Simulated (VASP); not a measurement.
# Sc: single point with BLYP

Sc:

```xyz
2
Lattice="0.0000 3.4442 3.4442 3.4442 0.0000 3.4442 3.4442 3.4442 0.0000" Properties=species:S:1:pos:R:3 pbc="T T T"
Sc    0.8611    0.8611    0.8611
Sc    6.0274    6.0274    6.0274
```

This isn't the form of Sc at room conditions, which is hcp.

```yaml
Program: VASP 6.6.1
Task: single point
Functional: BLYP
Potentials_or_basis: VASP PAW PBE potentials, release 64 (Sc_sv)
Cutoff: 520 eV
k_mesh: 9 × 9 × 9
Occupations: fermi-dirac, width 0.1 eV
Spin: no spin polarisation
Dipole_correction: no
Further_INCAR_settings: ALGO = Normal; EDIFF = 1e-06; NBANDS = 18
```

* Pressure: 0.0 GPa
* Band gap on the k mesh: zero (bands 11 and 12 overlap by 0.65 eV)

Levels at points of the mesh, in eV from the Fermi level:
| k point | band 9 | band 10 | band 11 | band 12 | band 13 | band 14 |
| --- | --- | --- | --- | --- | --- | --- |
| (0.00, 0.00, 0.00) | -3.69 | 0.13 | 0.13 | 0.19 | 0.19 | 0.19 |

Wall time 32 s on 1 thread of Intel(R) Xeon(R) 6975P-C (Granite Rapids), on a shared host, peak memory 0.21 GiB.

Caveat: the PAW data sets were made with another functional, which shifts forces and pressure a little.
